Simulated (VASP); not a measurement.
B2AsN: relaxation of cell and atoms with LDA

The system is B2AsN.

```
CELL_PARAMETERS angstrom
3.72610 0.00000 0.00000
-1.86305 3.22690 0.00000
0.00000 0.00000 3.73039
ATOMIC_POSITIONS crystal
B 0.33333 0.66667 0.00000
B 0.66667 0.33333 0.00000
As 0.00000 0.00000 0.00000
N 0.00000 0.00000 0.50000
```

```json
{"Program": "VASP 6.6.1", "Task": "relaxation of cell and atoms", "Functional": "LDA", "Potentials or basis": "VASP PAW LDA potentials, release 64 (B, As, N)", "Cutoff": "600 eV", "k mesh": "15 × 15 × 12", "Occupations": "gaussian, width 0.1 eV", "Spin": "no spin polarisation", "Dipole correction": "no", "Further INCAR settings": "ALGO = Normal; EDIFF = 1e-06; IBRION = 2; EDIFFG = -0.005; NSW = 100; ISIF = 3"}
```

```json
{
 "Relaxed volume": "11.37 Å³/atom",
 "Relaxed cell": "a = 3.741 Å, b = 3.741 Å, c = 3.751 Å, α = 90.00°, β = 90.00°, γ = 120.00°",
 "Space group after relaxing (to 0.1 Å)": "P6/mmm (No. 191)",
 "Energy gained by relaxing": "0.9 meV/atom",
 "Ionic steps": "4",
 "Pressure after relaxing": "0.0 GPa",
 "Band gap on the k mesh": "zero (bands 8 and 9 overlap by 3.66 eV)"
}
```

Step by step:
| step | energy change (eV) | largest force (eV/Å) | pressure (GPa) | volume (Å³) |
| --- | --- | --- | --- | --- |
| 1 | 0.0000 | 0.0000 | 1.86 | 44.85 |
| 2 | -0.0028 | 0.0000 | -0.76 | 45.71 |
| 3 | -0.0036 | 0.0000 | 0.06 | 45.43 |
| 4 | -0.0037 | 0.0000 | 0.00 | 45.46 |

Final structure:
```
CELL_PARAMETERS angstrom
3.74112 0.00000 0.00000
-1.87056 3.23990 0.00000
0.00000 0.00000 3.75082
ATOMIC_POSITIONS crystal
B 0.33333 0.66667 0.00000
B 0.66667 0.33333 0.00000
As 0.00000 0.00000 0.00000
N 0.00000 0.00000 0.50000
```

Levels at points of the mesh, in eV from the Fermi level:
| k point | band 6 | band 7 | band 8 | band 9 | band 10 | band 11 |
| --- | --- | --- | --- | --- | --- | --- |
| (0.00, 0.00, 0.00) | -3.15 | -3.15 | -1.15 | 0.35 | 0.50 | 0.82 |
| (0.00, 0.00, 0.50) | -2.97 | -2.97 | -2.25 | -1.56 | -1.56 | 0.95 |

Run time: 100 s on 1 thread of Intel(R) Xeon(R) Platinum 8481C CPU @ 2.70GHz (Sapphire Rapids), with other jobs on the host, peak memory 0.27 GiB.
